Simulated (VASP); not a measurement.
# C (Im-3m) in VASP: notebook

The runs below take C through single point, relaxation of cell and atoms, with BLYP.

Everything below comes from runs of VASP 6.6.1. Logs are shortened: lines on timing, memory, paths and dates and some standing lists are left out, and cuts for length are marked.

## Step 1: The cell of the first run

It takes space group Im-3m (No. 229, cubic). Conventional cell: a = 2.559 Å, b = 2.559 Å, c = 2.559 Å, α = 90.00°, β = 90.00°, γ = 90.00°. Within 2.9 Å of C (site symmetry m-3m) lie 14 C at 2.22 to 2.56 Å.

## Step 2: Single point, BLYP (volume scaled by 1.12)

The input, INCAR:

```
PREC = Accurate
ENCUT = 520
EDIFF = 1E-6
ISMEAR = -1
SIGMA = 0.1
LREAL = False
LASPH = True
NELM = 100
ALGO = Normal
ISIF = 2
LWAVE = False
LCHARG = True
GGA = B5
ALDAX = 1.0
AGGAX = 1.0
AGGAC = 1.0
ALDAC = 0.0
LELF = True
LVHAR = True
NBANDS = 8
```

The input, KPOINTS:

```
Automatic mesh
0
Gamma
  20 20 20
```

The input, POSCAR:

```
C
1.0
   -1.2795558665      1.2795558665      1.2795558665
    1.2795558665     -1.2795558665      1.2795558665
    1.2795558665      1.2795558665     -1.2795558665
C
1
Direct
    0.0000000000      0.0000000000      0.0000000000
```

Potentials or basis: VASP PAW PBE potentials, release 64 (C).

The run is started by

```console
$ cat potpaw_PBE.64/C/POTCAR > POTCAR
$ mpirun -np 1 vasp_std > vasp.out
```

OUTCAR:

```text
PREC = Accurate
   ENCUT = 520
   EDIFF = 1E-6
   ISMEAR = -1
   LREAL = False
   LASPH = True
   NELM = 100
   ISIF = 2
   GGA = B5

 ion  position               nearest neighbor table
   1  0.000  0.000  0.000-

  LATTYP: Found a body centered cubic cell.
 ALAT       =     2.5591117330

  Lattice vectors:

 A1 = (  -1.2795558665,   1.2795558665,   1.2795558665)
 A2 = (   1.2795558665,  -1.2795558665,   1.2795558665)
 A3 = (   1.2795558665,   1.2795558665,  -1.2795558665)

Analysis of symmetry for initial positions (statically):
=====================================================================
 Subroutine PRICEL returns:
 Original cell was already a primitive cell.

 Routine SETGRP: Setting up the symmetry group for a
 body centered cubic supercell.

 Subroutine GETGRP returns: Found 48 space group operations
 (whereof 48 operations were pure point group operations)
 out of a pool of 48 trial point group operations.

The static configuration has the point symmetry O_h .

Analysis of symmetry for dynamics (positions and initial velocities):
=====================================================================
 Subroutine PRICEL returns:
 Original cell was already a primitive cell.

 Routine SETGRP: Setting up the symmetry group for a
 body centered cubic supercell.

 Subroutine GETGRP returns: Found 48 space group operations
 (whereof 48 operations were pure point group operations)
 out of a pool of 48 trial point group operations.

The dynamic configuration has the point symmetry O_h .

 Subroutine INISYM returns: Found 48 space group operations
 (whereof 48 operations are pure point group operations),
 and found     1 'primitive' translations

----------------------------------------------------------------------------------------

                                     Primitive cell

  volume of cell :       8.3799

  direct lattice vectors                    reciprocal lattice vectors
    -1.279555866  1.279555866  1.279555866     0.000000000  0.390760586  0.390760586
     1.279555866 -1.279555866  1.279555866     0.390760586  0.000000000  0.390760586
     1.279555866  1.279555866 -1.279555866     0.390760586  0.390760586  0.000000000

  length of vectors
     2.216255772  2.216255772  2.216255772     0.552618920  0.552618920  0.552618920

  position of ions in fractional coordinates (direct lattice)
     0.000000000  0.000000000  0.000000000

  ion indices of the primitive-cell ions
   primitive index   ion index
                 1           1

----------------------------------------------------------------------------------------

 KPOINTS: Automatic mesh

Automatic generation of k-mesh.
 Grid dimensions read from file:
 generate k-points for:   20   20   20

 Generating k-lattice:

  Cartesian coordinates                     Fractional coordinates (reciprocal lattice)
     0.000000000  0.019538029  0.019538029     0.050000000  0.000000000  0.000000000
     0.019538029  0.000000000  0.019538029     0.000000000  0.050000000  0.000000000
     0.019538029  0.019538029  0.000000000     0.000000000  0.000000000  0.050000000

  Length of vectors
     0.027630946  0.027630946  0.027630946

  Shift w.r.t. Gamma in fractional coordinates (k-lattice)
     0.000000000  0.000000000  0.000000000

 Subroutine IBZKPT returns following result:
 ===========================================

 Found    256 irreducible k-points:

 Following reciprocal coordinates:
            Coordinates               Weight
  0.000000  0.000000  0.000000      1.000000
  0.050000  0.000000  0.000000     12.000000
  0.100000  0.000000  0.000000     12.000000
  0.150000  0.000000  0.000000     12.000000
  0.200000  0.000000  0.000000     12.000000
  0.250000  0.000000  0.000000     12.000000
[... 16 lines left out ...]
  0.200000  0.100000  0.000000     48.000000
  0.250000  0.100000  0.000000     48.000000
 [... further k-points ...]
   k-points           NKPTS =    256   k-points in BZ     NKDIM =    256   number of bands    NBANDS=      8
   number of dos      NEDOS =    301   number of ions     NIONS =      1
   total plane-waves  NPLWV =   4096
   dimension x,y,z NGX =    16 NGY =   16 NGZ =   16
   dimension x,y,z NGXF=    32 NGYF=   32 NGZF=   32
   ions per type =               1
   NGX,Y,Z   is equivalent  to a cutoff of  12.00, 12.00, 12.00 a.u.
   NGXF,Y,Z  is equivalent  to a cutoff of  24.00, 24.00, 24.00 a.u.
 SYSTEM =  unknown system
   PREC   = accura    normal or accurate (medium, high low for compatibility)
   ISTART =      0    job   : 0-new  1-cont  2-samecut
   ICHARG =      2    charge: 1-file 2-atom 10-const
   ISPIN  =      1    spin polarized calculation?
   LNONCOLLINEAR =      F non collinear calculations
   LSORBIT =      F    spin-orbit coupling
   LASPH  =      T    aspherical Exc in radial PAW
   ENCUT  =  520.0 eV  38.22 Ry    6.18 a.u.   4.12  4.12  4.12*2*pi/ulx,y,z
   NELM   =    100;   NELMIN=  2; NELMDL= -5     # of ELM steps
   EDIFF  = 0.1E-05   stopping-criterion for ELM
   LREAL  =      F    real-space projection
   EDIFFG = 0.1E-04   stopping-criterion for IOM
   NSW    =      0    number of steps for IOM
   IBRION =     -1    ionic relax: 0-MD 1-quasi-New 2-CG
   NFREE  =      0    steps in history (QN), initial steepest desc. (CG)
   ISIF   =      2    stress and relaxation
   ISYM   =      2    0-nonsym 1-usesym 2-fastsym
   POTIM  = 0.5000    time-step for ionic-motion
   TEBEG  =    0.0;   TEEND  =   0.0 temperature during run
   PSTRESS=    0.0 pullay stress
   NELECT =       4.0000    total number of electrons
   NUPDOWN=      -1.0000    fix difference up-down
   EMIN   =  10.00;   EMAX   =-10.00  energy-range for DOS
   EFERMI =   0.00;   METHOD = LEGACY
   ISMEAR =    -1;   SIGMA  =   0.10  broadening in eV -4-tet -1-fermi 0-gaus
   EFERMI_NEDOS =   21; number of points for ismear=-14 and -15
   IALGO  =     38    algorithm
   IMIX   =      4    mixing-type and parameters
     AMIX     =   0.40;   BMIX     =  1.00
     AMIX_MAG =   1.60;   BMIX_MAG =  1.00
  volume/ion in A,a.u.               =       8.38        56.55
  Fermi-wavevector in a.u.,A,eV,Ry     =   1.279427  2.417767 22.271839  1.636934
  Thomas-Fermi vector in A             =   2.411913
   LORBIT       =      0    0 simple, 1 ext, 2 COOP (PROOUT), +10 PAW based schemes
   GGA     = B5    functional components
   LHFCALC =     F    Hartree Fock is set to
   AEXX    =    0.0000 exact exchange contribution
   IVDW    =     0    specifies the selected vdW correction
   LEPSILON=     F    determine dielectric tensor
   LRPA    =     F    only Hartree local field effects (RPA)
 non-spin polarized calculation
  energy-cutoff  :      520.00
  volume of cell :        8.38
 maximum number of plane-waves:       236
   NGX =  9   NGY =  9   NGZ =  9

 number of electron       4.0000000 magnetization

 Free energy of the ion-electron system (eV)
  ---------------------------------------------------
  ext. energy  EPLUGINS =         0.00000000
  ---------------------------------------------------
  free energy    TOTEN  =        -4.02545415 eV

  energy without entropy =       -4.01103919  energy(sigma->0) =       -4.01824667

 E-fermi :   5.9517     XC(G=0): -11.3171

 val. band max:        5.9440176124   @ k =   0.2000   0.2000   0.0000
 cond. band min:       5.9641383328   @ k =   0.2500   0.2000   0.2000
 fundamental gap:      0.0201207204
 Fermi energy:         5.9517206157

 k-point     1 :       0.0000    0.0000    0.0000
  band No.  band energies     occupation
      1     -10.6435      2.00000
      2      12.9031      0.00000
      3      12.9031      0.00000
      4      12.9031      0.00000
      5      34.3286      0.00000
      6      36.0510      0.00000
      7      36.0510      0.00000
      8      36.0510      0.00000

 k-point     2 :       0.0500    0.0000    0.0000
  band No.  band energies     occupation
      1     -10.5485      2.00000
      2      12.6806      0.00000
      3      12.7913      0.00000
      4      12.8829      0.00000
      5      34.3566      0.00000
      6      35.4158      0.00000
      7      35.4514      0.00000
      8      36.3625      0.00000

 k-point     3 :       0.1000    0.0000    0.0000
  band No.  band energies     occupation
      1     -10.2639      2.00000
      2      12.0245      0.00000
      3      12.4784      0.00000
      4      12.8236      0.00000
      5      33.4638      0.00000
      6      34.0857      0.00000
      7      34.6195      0.00000
      8      37.2738      0.00000

 k-point     4 :       0.1500    0.0000    0.0000
  band No.  band energies     occupation
      1      -9.7910      2.00000
      2      10.9672      0.00000
      3      12.0197      0.00000
      4      12.7294      0.00000
      5      31.4042      0.00000
      6      32.6495      0.00000
      7      34.7839      0.00000
      8      37.9228      0.00000

 k-point     5 :       0.2000    0.0000    0.0000
  band No.  band energies     occupation
      1      -9.1317      2.00000
      2       9.5701      0.00000
      3      11.4850      0.00000
      4      12.6080      0.00000
      5      29.5916      0.00000
      6      31.3124      0.00000
      7      35.0091      0.00000
      8      37.5778      0.00000
[... 177 lines left out ...]
 k-point    22 :       0.1500    0.1000    0.0000
  band No.  band energies     occupation
      1      -8.8502      2.00000
      2       9.3372      0.00000
      3      11.1307      0.00000
      4      12.2435      0.00000
      5      29.6042      0.00000
      6      30.6706      0.00000
      7      34.6947      0.00000
      8      37.2931      0.00000

 k-point    23 :       0.2000    0.1000    0.0000
  band No.  band energies     occupation
      1      -8.0100      2.00000
      2       7.8745      0.00000
      3      10.4223      0.00000
      4      12.0527      0.00000
      5      28.4008      0.00000
      6      29.8438      0.00000
      7      34.7650      0.00000
      8      37.6044      0.00000

 k-point    24 :       0.2500    0.1000    0.0000
  band No.  band energies     occupation
      1      -6.9928      2.00000
      2       6.1804      0.18440
      3       9.7935      0.00000
      4      11.8683      0.00000
      5      27.4620      0.00000
      6      29.1877      0.00000
      7      34.8398      0.00000
      8      38.0547      0.00000

 [... further k-points ...]
[... 5 lines left out ...]
  --------------------------------------------------------------------------------------
  -------------------------------------------------------------------------------------
  Total       -0.5997750     -0.5997750     -0.5997750      0.0000000     -0.0000000      0.0000000
  in kB     -114.6729986   -114.6729986   -114.6729986      0.0000000     -0.0000000      0.0000000
  external PRESSURE =    -114.6729986 kB  Pullay stress =       0.0000000 kB

 VOLUME and BASIS-vectors are now :
 -----------------------------------------------------------------------------
  energy-cutoff  :      520.00
  volume of cell :        8.38
      direct lattice vectors                 reciprocal lattice vectors
    -1.279555866  1.279555866  1.279555866     0.000000000  0.390760586  0.390760586
     1.279555866 -1.279555866  1.279555866     0.390760586  0.000000000  0.390760586
     1.279555866  1.279555866 -1.279555866     0.390760586  0.390760586  0.000000000

 POSITION                                       TOTAL-FORCE (eV/Angst)
 -----------------------------------------------------------------------------------
      0.00000      0.00000      0.00000         0.000000     -0.000000      0.000000
 -----------------------------------------------------------------------------------
    total drift:                               -0.000000      0.000000      0.000000

  FREE ENERGIE OF THE ION-ELECTRON SYSTEM (eV)
  ---------------------------------------------------
  free  energy   TOTEN  =        -4.0254541519 eV

  energy  without entropy=       -4.0110391866  energy(sigma->0) =       -4.01824667
```

It took 9.1 s on 1 thread of Intel Xeon 8259CL, shared host; peak memory 0.12 GiB.

What came out:

| Quantity | Value |
| --- | --- |
| Free energy | -4.0255 eV |
| Pressure | -11.5 GPa |
| Band gap on the k mesh | zero (band 2 reaches 12.90 eV, above the bottom of band 3 at 2.40 eV) |

Levels at points of the mesh, in eV from the Fermi level:
| k point | band 1 | band 2 | band 3 | band 4 | band 5 | band 6 | band 7 |
| --- | --- | --- | --- | --- | --- | --- | --- |
| (0.00, 0.00, 0.00) | -16.60 | 6.95 | 6.95 | 6.95 | 28.38 | 30.10 | 30.10 |
| (0.50, 0.00, 0.00) | -8.16 | -6.65 | 3.47 | 6.05 | 19.32 | 21.46 | 30.05 |
| (0.50, 0.50, 0.50) | -1.82 | -1.07 | -1.07 | -1.07 | 12.46 | 12.46 | 37.63 |

Caveat: the cell differs from its parent crystal (volume scaled by 1.12); the PAW data sets were made with another functional, which shifts forces and pressure a little.

## Step 3: Relaxation of cell and atoms, BLYP

This run uses another cell than the first one, of 6.62 Å³/atom, 0.790 times its volume.

The input, INCAR:

```
SYSTEM = C
AGGAC = 1.0
AGGAX = 1.0
ALDAC = 0.0
ALDAX = 1.0
ALGO = Normal
EDIFF = 1E-6
EDIFFG = -0.01
ENCUT = 600
GGA = B5
IBRION = 2
ISIF = 3
ISMEAR = -1
LASPH = .True.
LCHARG = .False.
LREAL = .False.
LWAVE = .False.
NELM = 80
NSW = 80
PREC = Accurate
SIGMA = 0.1
```

The input, KPOINTS:

```
k-points
0
Gamma
  18 18 18
  0 0 0
```

The input, POSCAR:

```
C
1.0
   -1.1826249197      1.1826249197      1.1826249197
    1.1826249197     -1.1826249197      1.1826249197
    1.1826249197      1.1826249197     -1.1826249197
C
1
Direct
    0.0000000000      0.0000000000      0.0000000000
```

Potentials or basis: VASP PAW PBE potentials, release 64 (C).

The run is started by

```console
$ cat potpaw_PBE.64/C/POTCAR > POTCAR
$ mpirun -np 1 vasp_std > vasp.out
```

OUTCAR:

```text
SYSTEM = C
   EDIFF = 1E-6
   EDIFFG = -0.01
   ENCUT = 600
   GGA = B5
   IBRION = 2
   ISIF = 3
   ISMEAR = -1
   LASPH = .True.
   LREAL = .False.
   NELM = 80
   NSW = 80
   PREC = Accurate

 ion  position               nearest neighbor table
   1  0.000  0.000  0.000-

  LATTYP: Found a body centered cubic cell.
 ALAT       =     2.3652498394

  Lattice vectors:

 A1 = (  -1.1826249197,   1.1826249197,   1.1826249197)
 A2 = (   1.1826249197,  -1.1826249197,   1.1826249197)
 A3 = (   1.1826249197,   1.1826249197,  -1.1826249197)

Analysis of symmetry for initial positions (statically):
[... 244 lines left out ...]
  ---------------------------------------------------
  ext. energy  EPLUGINS =         0.00000000
  ---------------------------------------------------
  free energy    TOTEN  =        -4.05809866 eV

  energy without entropy =       -4.04537643  energy(sigma->0) =       -4.05173754

 E-fermi :   7.3338     XC(G=0): -11.8360

 val. band max:        7.2316845188   @ k =   0.1667   0.1667   0.1111
 cond. band min:       7.3532416513   @ k =   0.2778   0.2222   0.0000
 fundamental gap:      0.1215571325
 Fermi energy:         7.3337769762

 k-point     1 :       0.0000    0.0000    0.0000
  band No.  band energies     occupation
      1     -10.5848      2.00000
      2      15.1156      0.00000
      3      15.1156      0.00000
      4      15.1156      0.00000
      5      38.9852      0.00000
      6      38.9852      0.00000
[... 199 lines left out ...]
 k-point    24 :       0.3889    0.1111    0.0000
  band No.  band energies     occupation
      1      -2.3342      2.00000
      2       1.8992      2.00000
      3      10.1120      0.00000
      4      13.3500      0.00000
      5      28.8740      0.00000
      6      30.6768      0.00000

 [... further k-points ...]
[... 5 lines left out ...]
  --------------------------------------------------------------------------------------
  -------------------------------------------------------------------------------------
  Total       -0.0014678     -0.0014678     -0.0014678      0.0000000      0.0000000      0.0000000
  in kB       -0.3137448     -0.3137448     -0.3137448      0.0000000      0.0000000      0.0000000
  external PRESSURE =      -0.3137448 kB  Pullay stress =       0.0000000 kB
[... 16 lines left out ...]
  FREE ENERGIE OF THE ION-ELECTRON SYSTEM (eV)
  ---------------------------------------------------
  free  energy   TOTEN  =        -4.0580986554 eV

  energy  without entropy=       -4.0453764267  energy(sigma->0) =       -4.05173754

 reached required accuracy - stopping structural energy minimisation
```

OSZICAR:

```text
N       E                     dE             d eps       ncg     rms          rms(c)
DAV:   1    -0.357385249034E+00   -0.35739E+00   -0.26942E+03  2472   0.734E+02
DAV:   2    -0.397183360107E+01   -0.36144E+01   -0.32739E+01  3156   0.497E+01
DAV:   3    -0.399907942385E+01   -0.27246E-01   -0.27185E-01  2718   0.501E+00
[... 14 lines left out ...]
   2 F= -.40580825E+01 E0= -.40517434E+01  d E =-.508911E-01
       N       E                     dE             d eps       ncg     rms          rms(c)
DAV:   1    -0.405812170162E+01   -0.38981E-04   -0.12716E-03  2346   0.297E-01    0.307E-02
DAV:   2    -0.405810484872E+01    0.16853E-04   -0.13142E-05  2484   0.335E-02    0.161E-02
DAV:   3    -0.405809865033E+01    0.61984E-05   -0.13657E-05  2358   0.269E-02    0.142E-03
DAV:   4    -0.405809865537E+01   -0.50393E-08   -0.23192E-08  1194   0.216E-03
   3 F= -.40580987E+01 E0= -.40517375E+01  d E =-.509073E-01
```

CONTCAR:

```text
C
   1.00000000000000
    -1.2328481477764728    1.2328481477764728    1.2328481477764728
     1.2328481477764728   -1.2328481477764728    1.2328481477764728
     1.2328481477764728    1.2328481477764728   -1.2328481477764728
  C
     1
Direct
     0.0000000000000000    0.0000000000000000    0.0000000000000000

  0.00000000E+00  0.00000000E+00  0.00000000E+00
```

Wall time 14 s (1 thread of Intel Xeon 8259CL, shared host); peak memory 0.11 GiB.

What came out:

```yaml
Free_energy: -4.0581 eV
Relaxed_volume: 7.50 Å³/atom
Relaxed_cell: a = 2.135 Å, b = 2.135 Å, c = 2.135 Å, α = 109.47°, β = 109.47°, γ = 109.47°
Space_group_after_relaxing_to_0.05_Å: Im-3m (No. 229)
Energy_gained_by_relaxing: 50.9 meV/atom
Ionic_steps: 3
Pressure_after_relaxing: 0.0 GPa
Band_gap_on_the_k_mesh: zero (band 2 reaches 15.12 eV, above the bottom of band 3 at 3.13 eV)
```

The path:
```tsv
step	energy change (eV)	largest force (eV/Å)	pressure (GPa)	volume (Å³)
1	0.0000	0.0000	20.87	6.62
2	-0.0509	0.0000	0.30	7.48
3	-0.0509	0.0000	-0.03	7.50
```

Final structure:
```
CELL_PARAMETERS angstrom
-1.23285 1.23285 1.23285
1.23285 -1.23285 1.23285
1.23285 1.23285 -1.23285
ATOMIC_POSITIONS crystal
C 0.00000 0.00000 0.00000
```

Caveat: the PAW data sets were made with another functional, which shifts forces and pressure a little.

## Step 4: Single point, BLYP

This run uses another cell than the first one, of 7.48 Å³/atom, 0.893 times its volume.

The input, INCAR:

```
AGGAC = 1.0 ; AGGAX = 1.0
ALDAC = 0.0 ; ALDAX = 1.0
ALGO = Normal ; EDIFF = 1E-7
ENCUT = 520 ; GGA = B5
ISIF = 2 ; ISMEAR = -1
LASPH = T ; LCHARG = F
LREAL = F ; LWAVE = F
NBANDS = 8 ; NELM = 100
PREC = Accurate ; SIGMA = 0.1
```

The input, KPOINTS:

```
k-points
0
Gamma
  29 29 29
```

The input, POSCAR:

```
C
1.0
   -1.2321206740      1.2321206740      1.2321206740
    1.2321206740     -1.2321206740      1.2321206740
    1.2321206740      1.2321206740     -1.2321206740
C
1
Direct
    0.0000000000      0.0000000000      0.0000000000
```

The run is started by

```console
$ cat potpaw_PBE.64/C/POTCAR > POTCAR
$ mpirun -np 1 vasp_std > vasp.out
```

Wall time 23 s (1 thread of Intel Xeon 8259CL, shared host); peak memory 0.14 GiB.

The run converged. Its results:

```yaml
Free_energy: -4.0577 eV
Pressure: 0.3 GPa
Band_gap_on_the_k_mesh: zero (band 2 reaches 15.15 eV, above the bottom of band 3 at 3.14 eV)
```

Levels at points of the mesh, in eV from the Fermi level:
| k point | band 1 | band 2 | band 3 | band 4 | band 5 |
| --- | --- | --- | --- | --- | --- |
| (0.00, 0.00, 0.00) | -17.90 | 7.84 | 7.84 | 7.84 | 31.72 |

Caveat: the PAW data sets were made with another functional, which shifts forces and pressure a little.

## Step 5: The runs side by side

```csv
task,cell,k mesh,cutoff (eV),gap on the mesh (eV),pressure (GPa)
single point,"a = 2.216 Å, angles 109.5°, 1 atom",20 × 20 × 20,520,none,-11.5
relaxation of cell and atoms,"relaxed from a = 2.048 Å, angles 109.5°, 1 atom",18 × 18 × 18,600,none,0.0
single point,"a = 2.134 Å, angles 109.5°, 1 atom",29 × 29 × 29,520,none,0.3
```

Alike in all rows: level BLYP; potentials or basis VASP PAW PBE potentials, release 64 (C); no spin polarisation; smearing fermi-dirac 0.1 eV.

Caveats: the PAW data sets were made with another functional, which shifts forces and pressure a little.

Total energies depend on the potentials used, so only differences within one code and one set of settings carry meaning.
